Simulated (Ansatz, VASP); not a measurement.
**Pt: VASP beside Ansatz**

```
Pt
1.0
     0.00000   -1.98496   -1.98496
     0.00000    1.98496   -1.98496
     3.96993    0.00000    0.00000
Pt
2
Direct
  0.51199 0.48801 0.50000
  0.98801 0.01199 0.00000
```

Change from the starting cell: mode 4 frozen in at -0.048 Å and mode 5 at +0.000 Å (largest displacements).

Alike in both runs: task single point; functional PBE; k mesh 16 × 16 × 12; occupations gaussian, width 0.15 eV; no spin polarisation.

|  | VASP | Ansatz |
| --- | --- | --- |
| version | VASP 6.6.1 | Ansatz 0.2.0 |
| potentials or method | VASP PAW PBE potentials, release 64 (Pt), cutoff 520 eV | scalar-relativistic, plane waves, PAW |
| valence electrons in the cell | 20 | 36 |

|  | VASP | Ansatz | Ansatz less VASP |
| --- | --- | --- | --- |
| gap on the k mesh at the Fermi level (eV) | none | none | - |
| pressure (GPa) | 0.2 | 0.7 | +0.48 |
| traceless stress, the component that is largest in VASP (GPa) | -0.53 | -0.54 | -0.010 |
| rms of the force components (eV/Å) | 0.287 | 0.290 | +0.0028 |

Atom by atom the forces differ by 0.003 eV/Å (rms over components). A gap of «none» marks a metal or a gap that the smearing closes. VASP's potentials hold 20 valence electrons a cell and Ansatz's 36, so a difference there can come from the potentials and not from the codes.

Spin-orbit coupling is off throughout.
